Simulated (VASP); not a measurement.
## Os: electric field gradients with PBEsol

Crystal: Os.

```xyz
1
Lattice="0.0000 2.0034 1.9450 2.0034 0.0000 1.9450 2.0034 2.0034 0.0000" Properties=species:S:1:pos:R:3 pbc="T T T"
Os    0.0000    0.0000    0.0000
```

This cell differs from its parent crystal: equal xx and yy strain of +3 %.

- Program: VASP 6.6.1
- Task: electric field gradients
- Functional: PBEsol
- Potentials or basis: VASP PAW PBE potentials, release 64 (Os)
- Cutoff: 520 eV
- k mesh: 14 × 14 × 14
- Occupations: fermi-dirac, width 0.05 eV
- Spin: no spin polarisation
- Dipole correction: no
- Further INCAR settings: ALGO = Normal; EDIFF = 1e-08; NBANDS = 10

```yaml
Pressure: -36.7 GPa
Band_gap_on_the_k_mesh: zero (band 4 reaches 10.14 eV, above the bottom of band 5 at 6.35 eV)
```

Stress tensor (GPa, compression positive):
```
-39.05   0.00   0.00
  0.00 -39.05   0.00
  0.00   0.00 -31.87
```

Levels at points of the mesh, in eV from the Fermi level:
| k point | band 1 | band 2 | band 3 | band 4 | band 5 | band 6 | band 7 | band 8 |
| --- | --- | --- | --- | --- | --- | --- | --- | --- |
| (0.00, 0.00, 0.00) | -9.87 | -2.65 | -2.65 | -2.28 | -0.19 | 0.27 | 14.35 | 19.21 |
| (0.50, 0.00, 0.00) | -6.74 | -2.84 | -2.45 | -0.15 | 1.97 | 2.19 | 7.69 | 13.82 |
| (0.50, 0.50, 0.00) | -6.49 | -5.89 | 2.03 | 2.56 | 2.67 | 2.67 | 11.05 | 11.25 |
| (0.50, 0.00, 0.50) | -6.52 | -5.84 | 1.97 | 2.03 | 2.46 | 2.81 | 10.33 | 11.62 |

Electric field gradients, principal values (V/Å²):
```tsv
atom	least	middle	greatest (by size)
1 Os	1.853	1.854	-3.707
```

It took 37 s on 1 thread of Intel(R) Xeon(R) Platinum 8259CL CPU @ 2.50GHz (Skylake/Cascade Lake), on a shared host, peak memory 0.17 GiB.

Caveat: the cell differs from its parent crystal (equal xx and yy strain of +3 %); without QUAD_EFG the Cq values of the log hold for a quadrupole moment of 1 mb, not for the nuclei; the PAW data sets were made with another functional, which shifts forces and pressure a little; spin-orbit coupling is left out, which moves the levels of the heavy elements.
